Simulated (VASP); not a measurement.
Here is a VASP 6.6.1 calculation.

INCAR

```
PREC     = Accurate       # precision mode
ENCUT    = 600            # plane-wave cutoff, eV
EDIFF    = 1E-6           # SCF threshold, eV
ISMEAR   = 0              # smearing method
SIGMA    = 0.1            # smearing width, eV
LREAL    = False          # projectors in reciprocal space
LASPH    = True           # aspherical terms in the spheres
NELM     = 60             # most SCF steps
ALGO     = Fast           # electronic algorithm
ISIF     = 3              # what is computed and relaxed
LWAVE    = False          # write WAVECAR
LCHARG   = False          # write CHGCAR
GGA      = PE             # functional
IBRION   = 2              # ionic algorithm
NSW      = 90             # ionic steps
EDIFFG   = -0.04          # ionic threshold
```

The input KPOINTS:

```
Automatic mesh
0
Gamma
  6 6 4
```

The input POSCAR:

```
NaRh
1.0
    1.8422412700     -2.6053225900      0.0000000000
    1.8422412700      2.6053225900      0.0000000000
    0.0000000000      0.0000000000      5.2106451800
Na Rh
1 1
Direct
    0.5000000000      0.5000000000      0.5000000000
    0.0000000000      0.0000000000      0.0000000000
```

Potentials or basis: VASP PAW PBE potentials, release 64 (Na_pv, Rh_pv).

Launch:

```sh
$ cat potpaw_PBE.64/Na_pv/POTCAR potpaw_PBE.64/Rh_pv/POTCAR > POTCAR
$ mpirun -np 1 vasp_std > vasp.out
```

Estimate the relaxed volume.

16.61 Å³/atom.

What does it give for the band gap on the k mesh?

Zero (bands 11 and 12 overlap by 1.27 eV).

What does it give for the relaxed cell?

a = 2.731 Å, b = 2.731 Å, c = 5.037 Å, α = 90.00°, β = 90.00°, γ = 117.81°.

Final structure:
```cif
data_structure
_symmetry_space_group_name_H-M 'P 1'
_symmetry_Int_Tables_number 1
_cell_length_a 2.7308
_cell_length_b 2.7308
_cell_length_c 5.0375
_cell_angle_alpha 90.000
_cell_angle_beta 90.000
_cell_angle_gamma 117.805
_cell_volume 33.23
loop_
_atom_site_label
_atom_site_type_symbol
_atom_site_fract_x
_atom_site_fract_y
_atom_site_fract_z
_atom_site_occupancy
Na1 Na 0.50000 0.50000 0.50000 1
Rh1 Rh 0.00000 0.00000 0.00000 1
```

Caveat: the volume moved by over 15 % at a fixed basis, so the end points are rough.
